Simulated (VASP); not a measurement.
# Mg3Te2 (P6/mmm) in VASP: notebook

The runs below take Mg3Te2 through single point, relaxation of cell and atoms, with PBE.

Everything below comes from runs of VASP 6.6.1. Logs are shortened: lines on timing, memory, paths and dates and some standing lists are left out, and cuts for length are marked.

**1. The cell of the first run**

The structure is hexagonal, space group P6/mmm (No. 191). The conventional cell has a = 4.375 Å, b = 4.375 Å, c = 7.601 Å, α = 90.00°, β = 90.00°, γ = 120.00°. Within 2.9 Å of Mg (site symmetry mmm) lie 4 Mg at 2.19 Å and 4 Te at 2.73 Å. Within 3.6 Å of Te (site symmetry 6mm) lie 6 Mg at 2.73 Å and 1 Te at 3.28 Å.

The cell was built from a structure type or drawn by symmetry, and may not be a known phase.

**2. Single point, PBE**

Contents of INCAR:

```
PREC = Accurate
ENCUT = 520
EDIFF = 1E-7
ISMEAR = 0
SIGMA = 0.1
LREAL = F
LASPH = T
NELM = 60
ALGO = Fast
ISIF = 2
LWAVE = F
LCHARG = F
GGA = PE
NBANDS = 17
```

Contents of KPOINTS:

```
Automatic mesh
0
Gamma
  6 6 2
```

Contents of POSCAR:

```
Mg3Te2
1.0
    4.3751974300      0.0000000000      0.0000000000
   -2.1875987100      3.7890321200      0.0000000000
    0.0000000000      0.0000000000      7.6006605600
Mg Te
3 2
Direct
    0.5000000000      0.0000000000      0.5000000000
    0.0000000000      0.5000000000      0.5000000000
    0.5000000000      0.5000000000      0.5000000000
    0.0000000000      0.0000000000      0.2842825300
    0.0000000000      0.0000000000      0.7157174700
```

Potentials or basis: VASP PAW PBE potentials, release 64 (Mg, Te).

Started as:

```console
cat potpaw_PBE.64/Mg/POTCAR potpaw_PBE.64/Te/POTCAR > POTCAR
mpirun -np 1 vasp_std > vasp.out
```

OUTCAR:

```text
PREC = Accurate
   ENCUT = 520
   EDIFF = 1E-7
   ISMEAR = 0
   LREAL = F
   LASPH = T
   NELM = 60
   ISIF = 2
   GGA = PE

 ion  position               nearest neighbor table
   1  0.500  0.000  0.500-   3 2.19   3 2.19   2 2.19   2 2.19   4 2.73   4 2.73   5 2.73   5 2.73

   2  0.000  0.500  0.500-   3 2.19   3 2.19   1 2.19   1 2.19   4 2.73   5 2.73   4 2.73   5 2.73

   3  0.500  0.500  0.500-   1 2.19   1 2.19   2 2.19   2 2.19   4 2.73   5 2.73   4 2.73   5 2.73

   4  0.000  0.000  0.284-   2 2.73   2 2.73   1 2.73   1 2.73   3 2.73   3 2.73   5 3.28
   5  0.000  0.000  0.716-   2 2.73   2 2.73   1 2.73   1 2.73   3 2.73   3 2.73   4 3.28

  LATTYP: Found a hexagonal cell.
 ALAT       =     4.3751974300
 C/A-ratio  =     1.7372154472

  Lattice vectors:

 A1 = (   4.3751974300,   0.0000000000,   0.0000000000)
 A2 = (  -2.1875987100,   3.7890321200,   0.0000000000)
 A3 = (   0.0000000000,   0.0000000000,   7.6006605600)

Analysis of symmetry for initial positions (statically):
=====================================================================
 Subroutine PRICEL returns:
 Original cell was already a primitive cell.

 Routine SETGRP: Setting up the symmetry group for a
 hexagonal supercell.

 Subroutine GETGRP returns: Found 24 space group operations
 (whereof 24 operations were pure point group operations)
 out of a pool of 24 trial point group operations.

The static configuration has the point symmetry D_6h.

Analysis of symmetry for dynamics (positions and initial velocities):
=====================================================================
 Subroutine PRICEL returns:
 Original cell was already a primitive cell.

 Routine SETGRP: Setting up the symmetry group for a
 hexagonal supercell.

 Subroutine GETGRP returns: Found 24 space group operations
 (whereof 24 operations were pure point group operations)
 out of a pool of 24 trial point group operations.

The dynamic configuration has the point symmetry D_6h.

 Subroutine INISYM returns: Found 24 space group operations
 (whereof 24 operations are pure point group operations),
 and found     1 'primitive' translations

----------------------------------------------------------------------------------------

                                     Primitive cell

  volume of cell :     126.0020

  direct lattice vectors                    reciprocal lattice vectors
     4.375197430  0.000000000  0.000000000     0.228561114  0.131959821  0.000000000
    -2.187598710  3.789032120  0.000000000     0.000000000  0.263919642  0.000000000
     0.000000000  0.000000000  7.600660560     0.000000000  0.000000000  0.131567512

  length of vectors
     4.375197430  4.375197427  7.600660560     0.263919642  0.263919642  0.131567512

  position of ions in fractional coordinates (direct lattice)
     0.500000000  0.000000000  0.500000000
     0.000000000  0.500000000  0.500000000
     0.500000000  0.500000000  0.500000000
     0.000000000  0.000000000  0.284282530
     0.000000000  0.000000000  0.715717470

  ion indices of the primitive-cell ions
   primitive index   ion index
                 1           1
                 2           2
                 3           3
                 4           4
                 5           5

----------------------------------------------------------------------------------------

 KPOINTS: Automatic mesh

Automatic generation of k-mesh.
 Grid dimensions read from file:
 generate k-points for:    6    6    2

 Generating k-lattice:

  Cartesian coordinates                     Fractional coordinates (reciprocal lattice)
     0.038093519  0.021993303  0.000000000     0.166666667  0.000000000  0.000000000
     0.000000000  0.043986607  0.000000000     0.000000000  0.166666667  0.000000000
     0.000000000  0.000000000  0.065783756     0.000000000  0.000000000  0.500000000

  Length of vectors
     0.043986607  0.043986607  0.065783756

  Shift w.r.t. Gamma in fractional coordinates (k-lattice)
     0.000000000  0.000000000  0.000000000

 Subroutine IBZKPT returns following result:
 ===========================================

 Found     14 irreducible k-points:

 Following reciprocal coordinates:
            Coordinates               Weight
  0.000000  0.000000  0.000000      1.000000
  0.166667  0.000000  0.000000      6.000000
  0.333333  0.000000  0.000000      6.000000
  0.500000 -0.000000  0.000000      3.000000
  0.166667  0.166667  0.000000      6.000000
  0.333333  0.166667  0.000000     12.000000
  0.333333  0.333333  0.000000      2.000000
  0.000000  0.000000  0.500000      1.000000
  0.166667  0.000000  0.500000      6.000000
  0.333333  0.000000  0.500000      6.000000
  0.500000 -0.000000  0.500000      3.000000
  0.166667  0.166667  0.500000      6.000000
  0.333333  0.166667  0.500000     12.000000
  0.333333  0.333333  0.500000      2.000000
   k-points           NKPTS =     14   k-points in BZ     NKDIM =     14   number of bands    NBANDS=     17
   number of dos      NEDOS =    301   number of ions     NIONS =      5
   total plane-waves  NPLWV =  77760
   dimension x,y,z NGX =    36 NGY =   36 NGZ =   60
   dimension x,y,z NGXF=    72 NGYF=   72 NGZF=  120
   ions per type =               3   2
   NGX,Y,Z   is equivalent  to a cutoff of  13.68, 13.68, 13.12 a.u.
   NGXF,Y,Z  is equivalent  to a cutoff of  27.36, 27.36, 26.25 a.u.
 SYSTEM =  unknown system
   PREC   = accura    normal or accurate (medium, high low for compatibility)
   ISTART =      0    job   : 0-new  1-cont  2-samecut
   ICHARG =      2    charge: 1-file 2-atom 10-const
   ISPIN  =      1    spin polarized calculation?
   LNONCOLLINEAR =      F non collinear calculations
   LSORBIT =      F    spin-orbit coupling
   LASPH  =      T    aspherical Exc in radial PAW
   ENCUT  =  520.0 eV  38.22 Ry    6.18 a.u.   8.13  8.13 14.13*2*pi/ulx,y,z
   NELM   =     60;   NELMIN=  2; NELMDL= -5     # of ELM steps
   EDIFF  = 0.1E-06   stopping-criterion for ELM
   LREAL  =      F    real-space projection
   EDIFFG = 0.1E-05   stopping-criterion for IOM
   NSW    =      0    number of steps for IOM
   IBRION =     -1    ionic relax: 0-MD 1-quasi-New 2-CG
   NFREE  =      0    steps in history (QN), initial steepest desc. (CG)
   ISIF   =      2    stress and relaxation
   ISYM   =      2    0-nonsym 1-usesym 2-fastsym
   POTIM  = 0.5000    time-step for ionic-motion
   TEBEG  =    0.0;   TEEND  =   0.0 temperature during run
   PSTRESS=    0.0 pullay stress
   NELECT =      18.0000    total number of electrons
   NUPDOWN=      -1.0000    fix difference up-down
   EMIN   =  10.00;   EMAX   =-10.00  energy-range for DOS
   EFERMI =   0.00;   METHOD = LEGACY
   ISMEAR =     0;   SIGMA  =   0.10  broadening in eV -4-tet -1-fermi 0-gaus
   EFERMI_NEDOS =   21; number of points for ismear=-14 and -15
   IALGO  =     68    algorithm
   IMIX   =      4    mixing-type and parameters
     AMIX     =   0.40;   BMIX     =  1.00
     AMIX_MAG =   1.60;   BMIX_MAG =  1.00
  volume/ion in A,a.u.               =      25.20       170.06
  Fermi-wavevector in a.u.,A,eV,Ry     =   0.855802  1.617231  9.964864  0.732397
  Thomas-Fermi vector in A             =   1.972607
   LORBIT       =      0    0 simple, 1 ext, 2 COOP (PROOUT), +10 PAW based schemes
   GGA     = PE    functional components
   LHFCALC =     F    Hartree Fock is set to
   AEXX    =    0.0000 exact exchange contribution
   IVDW    =     0    specifies the selected vdW correction
   LEPSILON=     F    determine dielectric tensor
   LRPA    =     F    only Hartree local field effects (RPA)
 non-spin polarized calculation
 RMM-DIIS sequential band-by-band and
 Gauss-broadening in eV      SIGMA  =   0.10
  energy-cutoff  :      520.00
  volume of cell :      126.00
 maximum number of plane-waves:      3424
 NGX is ok and might be reduce to    36
   NGX = 17   NGY = 17   NGZ = 29

 number of electron      18.0000001 magnetization

 Free energy of the ion-electron system (eV)
  ---------------------------------------------------
  ext. energy  EPLUGINS =         0.00000000
  ---------------------------------------------------
  free energy    TOTEN  =        -2.91028030 eV

  energy without entropy =       -2.90046623  energy(sigma->0) =       -2.90537327

 E-fermi :   4.3763     XC(G=0):  -8.2657

 val. band max:        4.2880395054   @ k =   0.3333   0.3333   0.0000
 cond. band min:       4.3802718627   @ k =   0.1667   0.0000   0.0000
 fundamental gap:      0.0922323573
 Fermi energy:         4.3762614402

 k-point     1 :       0.0000    0.0000    0.0000
  band No.  band energies     occupation
      1      -8.8442      2.00000
      2      -6.9437      2.00000
      3      -1.0822      2.00000
      4       1.2317      2.00000
      5       1.2317      2.00000
      6       2.6364      2.00000
[... 9 lines left out ...]
     16       9.5282      0.00000
     17       9.5458      0.00000

 k-point     2 :       0.1667    0.0000    0.0000
  band No.  band energies     occupation
      1      -8.6824      2.00000
      2      -6.8316      2.00000
      3      -1.0977      2.00000
      4      -0.0347      2.00000
      5       0.9806      2.00000
      6       1.8534      2.00000
[... 9 lines left out ...]
     16       8.8253      0.00000
     17       9.2669      0.00000

 k-point     3 :       0.3333    0.0000    0.0000
  band No.  band energies     occupation
      1      -8.3062      2.00000
      2      -6.5812      2.00000
      3      -2.0311      2.00000
      4      -0.3082      2.00000
      5       0.5451      2.00000
      6       0.5682      2.00000
[... 192 lines left out ...]
 k-point    13 :       0.3333    0.1667    0.5000
  band No.  band energies     occupation
      1      -8.0575      2.00000
      2      -6.5156      2.00000
      3      -2.2972      2.00000
      4      -0.6197      2.00000
      5       0.1963      2.00000
      6       0.3801      2.00000
[... 9 lines left out ...]
     16      10.8768      0.00000
     17      11.6948      0.00000

 k-point    14 :       0.3333    0.3333    0.5000
  band No.  band energies     occupation
      1      -7.9412      2.00000
      2      -6.4423      2.00000
      3      -1.8349      2.00000
      4      -1.8349      2.00000
      5       0.4789      2.00000
      6       0.5797      2.00000
[... 9 lines left out ...]
     16       9.8660      0.00000
     17      10.5873      0.00000

------------------------ aborting loop because EDIFF is reached ----------------------------------------

  FORCE on cell =-STRESS in cart. coord.  units (eV):
  Direction    XX          YY          ZZ          XY          YZ          ZX
  --------------------------------------------------------------------------------------
  -------------------------------------------------------------------------------------
  Total       35.0735975     35.0735975     14.2855700      0.0000000      0.0000000     -0.0000000
  in kB      445.9781854    445.9781851    181.6481066      0.0000006      0.0000000     -0.0000000
  external PRESSURE =     357.8681590 kB  Pullay stress =       0.0000000 kB

 VOLUME and BASIS-vectors are now :
 -----------------------------------------------------------------------------
  energy-cutoff  :      520.00
  volume of cell :      126.00
      direct lattice vectors                 reciprocal lattice vectors
     4.375197430  0.000000000  0.000000000     0.228561114  0.131959821  0.000000000
    -2.187598710  3.789032120  0.000000000     0.000000000  0.263919642  0.000000000
     0.000000000  0.000000000  7.600660560     0.000000000  0.000000000  0.131567512

 POSITION                                       TOTAL-FORCE (eV/Angst)
 -----------------------------------------------------------------------------------
      2.18760      0.00000      3.80033         0.000000      0.000000     -0.000000
     -1.09380      1.89452      3.80033         0.000000      0.000000     -0.000000
      1.09380      1.89452      3.80033         0.000000      0.000000     -0.000000
      0.00000      0.00000      2.16074        -0.000000     -0.000000     -3.974651
      0.00000      0.00000      5.43993        -0.000000      0.000000      3.974651
 -----------------------------------------------------------------------------------
    total drift:                               -0.000000     -0.000000      0.000000

  FREE ENERGIE OF THE ION-ELECTRON SYSTEM (eV)
  ---------------------------------------------------
  free  energy   TOTEN  =        -2.9102803008 eV

  energy  without entropy=       -2.9004662308  energy(sigma->0) =       -2.90537327
```

It took 22 s on 1 thread of Intel Xeon 6975P-C (Granite Rapids), shared host; peak memory 0.26 GiB.

Results:

* Free energy: -2.9103 eV
* Pressure: 35.8 GPa
* Largest force: 3.975 eV/Å
* Band gap on the k mesh: zero (bands 9 and 10 overlap by 0.58 eV)

Forces in eV/Å, atoms in the order of the input:
```
Mg   0.000  0.000  0.000
Mg   0.000  0.000  0.000
Mg   0.000  0.000  0.000
Te   0.000  0.000 -3.975
Te   0.000  0.000  3.975
```

Stress tensor (GPa, compression positive):
```
44.60  0.00  0.00
 0.00 44.60  0.00
 0.00  0.00 18.16
```

Levels at points of the mesh, in eV from the Fermi level:
| k point | band 7 | band 8 | band 9 | band 10 | band 11 | band 12 |
| --- | --- | --- | --- | --- | --- | --- |
| (0.00, 0.00, 0.00) | -1.54 | -1.54 | -0.75 | 0.35 | 2.56 | 2.56 |
| (0.50, 0.00, 0.00) | -2.14 | -1.97 | -0.19 | 0.51 | 1.94 | 4.25 |
| (0.00, 0.00, 0.50) | -1.62 | -1.59 | -1.59 | 0.35 | 2.22 | 2.58 |
| (0.50, 0.00, 0.50) | -2.20 | -1.94 | -1.16 | 0.94 | 1.82 | 4.29 |

Caveat: the k points lie up to 0.41 Å⁻¹ apart, too coarse for converged energies and pressures of a metal; semilocal functionals underestimate gaps, so a narrow gap can read as zero; spin-orbit coupling is left out, which moves the levels of the heavy elements; forces of over 1 eV/Å act on the atoms, so gaps and moduli don't describe the material at rest.

(Part 1 of 3 ends here.)
